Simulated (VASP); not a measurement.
# Mg (P6/mmm) in VASP: a series of runs

The runs below take Mg through single point, with PBE.

Everything below comes from runs of VASP 6.6.1. Logs are shortened: lines on timing, memory, paths and dates and some standing lists are left out, and cuts for length are marked.

### 1 The cell of the first run

It takes space group P6/mmm (No. 191, hexagonal). Conventional cell: a = 4.508 Å, b = 4.508 Å, c = 2.700 Å, α = 90.00°, β = 90.00°, γ = 120.00°. Within 3.6 Å of Mg (site symmetry 6/mmm) lie 14 Mg at 2.70 to 2.93 Å. Mg (site symmetry -6m2) has 11 Mg at 2.60 to 2.93 Å within 3.4 Å.

### 2 Single point, PBE

INCAR

```
SYSTEM = Mg
PREC = Accurate
ENCUT = 520
EDIFF = 1E-7
ISMEAR = -1
SIGMA = 0.08
LREAL = .FALSE.
LASPH = .TRUE.
NELM = 60
ALGO = Normal
ISIF = 2
LWAVE = .FALSE.
LCHARG = .FALSE.
GGA = PE
NBANDS = 10
```

KPOINTS

```
Automatic mesh
0
G
  7 7 10
  0 0 0
```

POSCAR

```
Mg
1.0
    4.5076569032      0.0000000000      0.0000000000
   -2.2538284516      3.9037453897      0.0000000000
    0.0000000000      0.0000000000      2.7000636506
Mg
3
Direct
    0.0000000000      0.0000000000      0.0000000000
    0.3333333333      0.6666666667      0.5000000000
    0.6666666667      0.3333333333      0.5000000000
```

Potentials or basis: VASP PAW PBE potentials, release 64 (Mg).

Launch:

```bash
$ cat potpaw_PBE.64/Mg/POTCAR > POTCAR
$ mpirun -np 1 vasp_std > vasp.out
```

OUTCAR:

```text
SYSTEM = Mg
   PREC = Accurate
   ENCUT = 520
   EDIFF = 1E-7
   ISMEAR = -1
   LREAL = .FALSE.
   LASPH = .TRUE.
   NELM = 60
   ISIF = 2
   GGA = PE

 ion  position               nearest neighbor table
   1  0.000  0.000  0.000-   2 2.93   3 2.93   2 2.93   3 2.93   2 2.93   2 2.93   3 2.93   3 2.93
                             3 2.93   3 2.93   2 2.93   2 2.93
   2  0.333  0.667  0.500-   3 2.60   3 2.60   3 2.60   1 2.93   1 2.93   1 2.93   1 2.93   1 2.93
                             1 2.93
   3  0.667  0.333  0.500-   2 2.60   2 2.60   2 2.60   1 2.93   1 2.93   1 2.93   1 2.93   1 2.93
                             1 2.93

  LATTYP: Found a hexagonal cell.
 ALAT       =     4.5076569032
 C/A-ratio  =     0.5989949343

  Lattice vectors:

 A1 = (   4.5076569032,   0.0000000000,   0.0000000000)
 A2 = (  -2.2538284516,   3.9037453897,   0.0000000000)
 A3 = (   0.0000000000,   0.0000000000,   2.7000636506)

Analysis of symmetry for initial positions (statically):
=====================================================================
 Subroutine PRICEL returns:
 Original cell was already a primitive cell.

 Routine SETGRP: Setting up the symmetry group for a
 hexagonal supercell.

 Subroutine GETGRP returns: Found 24 space group operations
 (whereof 24 operations were pure point group operations)
 out of a pool of 24 trial point group operations.

The static configuration has the point symmetry D_6h.

Analysis of symmetry for dynamics (positions and initial velocities):
=====================================================================
 Subroutine PRICEL returns:
 Original cell was already a primitive cell.

 Routine SETGRP: Setting up the symmetry group for a
 hexagonal supercell.

 Subroutine GETGRP returns: Found 24 space group operations
 (whereof 24 operations were pure point group operations)
 out of a pool of 24 trial point group operations.

The dynamic configuration has the point symmetry D_6h.

 Subroutine INISYM returns: Found 24 space group operations
 (whereof 24 operations are pure point group operations),
 and found     1 'primitive' translations

----------------------------------------------------------------------------------------

                                     Primitive cell

  volume of cell :      47.5123

  direct lattice vectors                    reciprocal lattice vectors
     4.507656903  0.000000000  0.000000000     0.221844746  0.128082124  0.000000000
    -2.253828452  3.903745390  0.000000000     0.000000000  0.256164247  0.000000000
[... 95 lines left out ...]
   POTIM  = 0.5000    time-step for ionic-motion
   TEBEG  =    0.0;   TEEND  =   0.0 temperature during run
   PSTRESS=    0.0 pullay stress
   NELECT =       6.0000    total number of electrons
   NUPDOWN=      -1.0000    fix difference up-down
   EMIN   =  10.00;   EMAX   =-10.00  energy-range for DOS
   EFERMI =   0.00;   METHOD = LEGACY
   ISMEAR =    -1;   SIGMA  =   0.08  broadening in eV -4-tet -1-fermi 0-gaus
   EFERMI_NEDOS =   21; number of points for ismear=-14 and -15
   IALGO  =     38    algorithm
   IMIX   =      4    mixing-type and parameters
     AMIX     =   0.40;   BMIX     =  1.00
     AMIX_MAG =   1.60;   BMIX_MAG =  1.00
  volume/ion in A,a.u.               =      15.84       106.88
  Fermi-wavevector in a.u.,A,eV,Ry     =   0.821340  1.552108  9.178489  0.674600
  Thomas-Fermi vector in A             =   1.932482
   LORBIT       =      0    0 simple, 1 ext, 2 COOP (PROOUT), +10 PAW based schemes
   GGA     = PE    functional components
   LHFCALC =     F    Hartree Fock is set to
   AEXX    =    0.0000 exact exchange contribution
   IVDW    =     0    specifies the selected vdW correction
   LEPSILON=     F    determine dielectric tensor
   LRPA    =     F    only Hartree local field effects (RPA)
 non-spin polarized calculation
  energy-cutoff  :      520.00
  volume of cell :       47.51
 maximum number of plane-waves:      1294
 NGX is ok and might be reduce to    36
   NGX = 17   NGY = 17   NGZ = 11

 number of electron       6.0000000 magnetization

 Free energy of the ion-electron system (eV)
  ---------------------------------------------------
  ext. energy  EPLUGINS =         0.00000000
  ---------------------------------------------------
  free energy    TOTEN  =        -2.96115432 eV

  energy without entropy =       -2.93909706  energy(sigma->0) =       -2.95012569

 E-fermi :   4.9636     XC(G=0):  -9.7239

 val. band max:        4.9515273719   @ k =   0.0000   0.0000   0.0000
 cond. band min:       4.9701626591   @ k =   0.1429   0.0000   0.0000
 fundamental gap:      0.0186352872
 Fermi energy:         4.9636374978

 k-point     1 :       0.0000    0.0000    0.0000
  band No.  band energies     occupation
      1      -3.7764      2.00000
      2       4.9140      1.30072
      3       4.9140      1.30072
      4       4.9515      1.07554
      5       4.9515      1.07554
      6       7.1887      0.00000
      7       7.4646      0.00000
      8      15.8306      0.00000
      9      16.0723      0.00000
     10      21.0875      0.00000
[... 287 lines left out ...]
 k-point    24 :       0.2857    0.2857    0.2000
  band No.  band energies     occupation
      1      -0.5903      2.00000
      2       0.7370      2.00000
      3       0.7499      2.00000
      4       8.3297      0.00000
      5       8.5123      0.00000
      6      10.5216      0.00000
      7      11.2882      0.00000
      8      12.1456      0.00000
      9      12.5737      0.00000
     10      16.3472      0.00000

 [... further k-points ...]

------------------------ aborting loop because EDIFF is reached ----------------------------------------

  FORCE on cell =-STRESS in cart. coord.  units (eV):
  Direction    XX          YY          ZZ          XY          YZ          ZX
  --------------------------------------------------------------------------------------
  -------------------------------------------------------------------------------------
  Total        8.2955174      8.2955174      8.2721508      0.0000000     -0.0000000     -0.0000000
  in kB      279.7355898    279.7355898    278.9476355      0.0000000     -0.0000000     -0.0000000
  external PRESSURE =     279.4729384 kB  Pullay stress =       0.0000000 kB

 VOLUME and BASIS-vectors are now :
 -----------------------------------------------------------------------------
  energy-cutoff  :      520.00
  volume of cell :       47.51
      direct lattice vectors                 reciprocal lattice vectors
     4.507656903  0.000000000  0.000000000     0.221844746  0.128082124  0.000000000
    -2.253828452  3.903745390  0.000000000     0.000000000  0.256164247  0.000000000
     0.000000000  0.000000000  2.700063651     0.000000000  0.000000000  0.370361639

 POSITION                                       TOTAL-FORCE (eV/Angst)
 -----------------------------------------------------------------------------------
      0.00000      0.00000      0.00000        -0.000000      0.000000      0.000000
     -0.00000      2.60250      1.35003         0.000000     -0.000000      0.000000
      2.25383      1.30125      1.35003         0.000000      0.000000      0.000000
 -----------------------------------------------------------------------------------
    total drift:                               -0.000000      0.000000      0.000000

  FREE ENERGIE OF THE ION-ELECTRON SYSTEM (eV)
  ---------------------------------------------------
  free  energy   TOTEN  =        -2.9611543243 eV

  energy  without entropy=       -2.9390970598  energy(sigma->0) =       -2.95012569
```

OSZICAR:

```text
N       E                     dE             d eps       ncg     rms          rms(c)
DAV:   1     0.504834155032E+01    0.50483E+01   -0.22491E+03   968   0.446E+02
DAV:   2    -0.283411327271E+01   -0.78825E+01   -0.75461E+01  1236   0.532E+01
DAV:   3    -0.301478866096E+01   -0.18068E+00   -0.17790E+00  1234   0.620E+00
DAV:   4    -0.301577597403E+01   -0.98731E-03   -0.98720E-03  1146   0.461E-01
DAV:   5    -0.301578529665E+01   -0.93226E-05   -0.93228E-05  1140   0.461E-02    0.120E+00
DAV:   6    -0.298397970314E+01    0.31806E-01   -0.14702E-03  1120   0.195E-01    0.763E-01
DAV:   7    -0.296131851711E+01    0.22661E-01   -0.30004E-03  1070   0.293E-01    0.380E-02
DAV:   8    -0.296116094186E+01    0.15758E-03   -0.33206E-04  1092   0.757E-02    0.899E-03
DAV:   9    -0.296115636667E+01    0.45752E-05   -0.57477E-06  1130   0.142E-02    0.501E-03
DAV:  10    -0.296115424306E+01    0.21236E-05   -0.81456E-07  1116   0.521E-03    0.325E-04
DAV:  11    -0.296115432430E+01   -0.81245E-07   -0.87648E-09   606   0.490E-04
   1 F= -.29611543E+01 E0= -.29501257E+01  d E =-.220573E-01
```

stdout:

```text
POSCAR found type information on POSCAR Mg
 POSCAR found :  1 types and       3 ions
 scaLAPACK will be used
 LDA part: xc-table for (Slater+PW92), standard interpolation
 POSCAR, INCAR and KPOINTS ok, starting setup
 FFT: planning ... GRIDC
 FFT: planning ... GRID_SOFT
 FFT: planning ... GRID
 WAVECAR not read
 entering main loop
```

Run time: 14 s. Hardware: 1 thread of Intel Xeon Platinum 8259CL at 2.50GHz (Skylake/Cascade Lake), shared host; peak memory 0.17 GiB.

Results:

```
Free energy            : -2.9612 eV
Pressure               : 27.9 GPa
Band gap on the k mesh : zero (band 3 reaches 8.95 eV, above the bottom of band 4 at 4.00 eV)
```

Stress tensor (GPa, compression positive):
```
27.97  0.00  0.00
 0.00 27.97  0.00
 0.00  0.00 27.89
```

### 3 Single point, PBE

This run uses another cell than the first one, of 19.56 Å³/atom, 1.235 times its volume.

INCAR

```
SYSTEM = Mg
  PREC = Accurate
  ENCUT = 520
  EDIFF = 1E-6
  ISMEAR = -1
  SIGMA = 0.08
  LREAL = .FALSE.
  LASPH = .TRUE.
  NELM = 100
  ALGO = Normal
  ISIF = 2
  LWAVE = .FALSE.
  LCHARG = .FALSE.
  GGA = PE
  NBANDS = 10
```

KPOINTS

```
regular mesh
0
G
  7 7 10
  0 0 0
```

POSCAR

```
Mg
1.0
    4.8279476025      0.0000000000      0.0000000000
   -2.4139738012      4.1811252719      0.0000000000
    0.0000000000      0.0000000000      2.9075084444
Mg
3
Direct
    0.0000000000      0.0000000000      0.0000000000
    0.3333333333      0.6666666667      0.5000000000
    0.6666666667      0.3333333333      0.5000000000
```

Potentials or basis: VASP PAW PBE potentials, release 64 (Mg).

Launch:

```bash
$ cat potpaw_PBE.64/Mg/POTCAR > POTCAR
$ mpirun -np 1 vasp_std > vasp.out
```

OUTCAR:

```text
SYSTEM = Mg
   PREC = Accurate
   ENCUT = 520
   EDIFF = 1E-6
   ISMEAR = -1
   LREAL = .FALSE.
   LASPH = .TRUE.
   NELM = 100
   ISIF = 2
   GGA = PE

 ion  position               nearest neighbor table
   1  0.000  0.000  0.000-   2 3.14   3 3.14   2 3.14   3 3.14   2 3.14   2 3.14   3 3.14   3 3.14
                             3 3.14   3 3.14   2 3.14   2 3.14
   2  0.333  0.667  0.500-   3 2.79   3 2.79   3 2.79   1 3.14   1 3.14   1 3.14   1 3.14   1 3.14
                             1 3.14
   3  0.667  0.333  0.500-   2 2.79   2 2.79   2 2.79   1 3.14   1 3.14   1 3.14   1 3.14   1 3.14
                             1 3.14

  LATTYP: Found a hexagonal cell.
 ALAT       =     4.8279476025
 C/A-ratio  =     0.6022245235

  Lattice vectors:

 A1 = (   4.8279476025,   0.0000000000,   0.0000000000)
 A2 = (  -2.4139738012,   4.1811252719,   0.0000000000)
 A3 = (   0.0000000000,   0.0000000000,   2.9075084444)

Analysis of symmetry for initial positions (statically):
=====================================================================
 Subroutine PRICEL returns:
 Original cell was already a primitive cell.

 Routine SETGRP: Setting up the symmetry group for a
 hexagonal supercell.

[... 180 lines left out ...]
      4       3.7112      0.27571
      5       3.7112      0.27571
      6       5.2653      0.00000
      7       5.3839      0.00000
      8      12.7271      0.00000
      9      13.0813      0.00000
     10      18.0873      0.00000
[... 287 lines left out ...]
 k-point    24 :       0.2857    0.2857    0.2000
  band No.  band energies     occupation
      1      -1.3379      2.00000
      2      -0.1602      2.00000
      3      -0.1516      2.00000
      4       6.6384      0.00000
      5       6.7550      0.00000
      6       8.5412      0.00000
      7       9.1025      0.00000
      8       9.8234      0.00000
      9      10.1264      0.00000
     10      13.6887      0.00000

 [... further k-points ...]

------------------------ aborting loop because EDIFF is reached ----------------------------------------

  FORCE on cell =-STRESS in cart. coord.  units (eV):
  Direction    XX          YY          ZZ          XY          YZ          ZX
  --------------------------------------------------------------------------------------
  -------------------------------------------------------------------------------------
  Total        3.0225127      3.0225127      3.0161244      0.0000000     -0.0000000     -0.0000000
  in kB       82.5091302     82.5091302     82.3347393      0.0000000     -0.0000000     -0.0000000
  external PRESSURE =      82.4509999 kB  Pullay stress =       0.0000000 kB

 VOLUME and BASIS-vectors are now :
 -----------------------------------------------------------------------------
  energy-cutoff  :      520.00
  volume of cell :       58.69
      direct lattice vectors                 reciprocal lattice vectors
     4.827947603  0.000000000  0.000000000     0.207127351  0.119585032  0.000000000
    -2.413973801  4.181125272  0.000000000     0.000000000  0.239170064  0.000000000
     0.000000000  0.000000000  2.907508444     0.000000000  0.000000000  0.343937092

 POSITION                                       TOTAL-FORCE (eV/Angst)
 -----------------------------------------------------------------------------------
      0.00000      0.00000      0.00000        -0.000000      0.000000      0.000000
     -0.00000      2.78742      1.45375         0.000000      0.000000      0.000000
      2.41397      1.39371      1.45375        -0.000000     -0.000000      0.000000
 -----------------------------------------------------------------------------------
    total drift:                               -0.000000      0.000000      0.000000

  FREE ENERGIE OF THE ION-ELECTRON SYSTEM (eV)
  ---------------------------------------------------
  free  energy   TOTEN  =        -4.1229410387 eV

  energy  without entropy=       -4.0955437249  energy(sigma->0) =       -4.10924238
```

Wall time 15 s (1 thread of Intel Xeon Platinum 8259CL at 2.50GHz (Skylake/Cascade Lake), shared host); peak memory 0.18 GiB.

Results:

* Free energy: -4.1229 eV
* Pressure: 8.2 GPa
* Band gap on the k mesh: zero (band 3 reaches 7.37 eV, above the bottom of band 4 at 2.62 eV)

Levels at points of the mesh, in eV from the Fermi level:
```tsv
k point	band 1	band 2	band 3	band 4	band 5	band 6	band 7
(0.00, 0.00, 0.00)	-7.69	0.10	0.10	0.15	0.15	1.70	1.82
(0.00, 0.00, 0.50)	-3.41	-3.27	3.81	3.81	3.99	3.99	4.30
```
